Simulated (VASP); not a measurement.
Runs of VASP 6.6.1 on La. The structure is that of space group P6_3/mmc (No. 194), or close to it. The cells are those of the table. 

```tsv
cell	gap on the mesh (eV)	pressure (GPa)
a = 2.954, b = 2.954, c = 4.985 Å, angles 90.0, 90.0, 120.0°, 2 atoms	none	(a)
a = 3.602, b = 3.602, c = 5.902 Å, angles 90.0, 90.0, 120.0°, 2 atoms	none	3.9
a = 3.446, b = 3.446, c = 5.717 Å, angles 90.0, 90.0, 120.0°, 2 atoms	none	8.2
a = 2.805, b = 2.805, c = 4.756 Å, angles 90.0, 90.0, 120.0°, 2 atoms	none	(b)
a = 3.285, b = 3.285, c = 5.484 Å, angles 90.0, 90.0, 120.0°, 2 atoms	none	15.5
```

Alike in all rows: task single point; level PBE; potentials or basis VASP PAW PBE potentials, release 64 (La); no spin polarisation; k mesh 13 × 13 × 7; cutoff (eV) 520; smearing fermi-dirac 0.08 eV.

Fill in the values left out.

(a) 52.7; (b) 101.2.

Caveats: the cell stands under pressure; spin-orbit coupling is left out, which moves the levels of the heavy elements.

A k mesh can miss the band edges, and the runs leave out spin-orbit coupling on La.

A gap of «none» marks levels without a gap at the run's occupations.
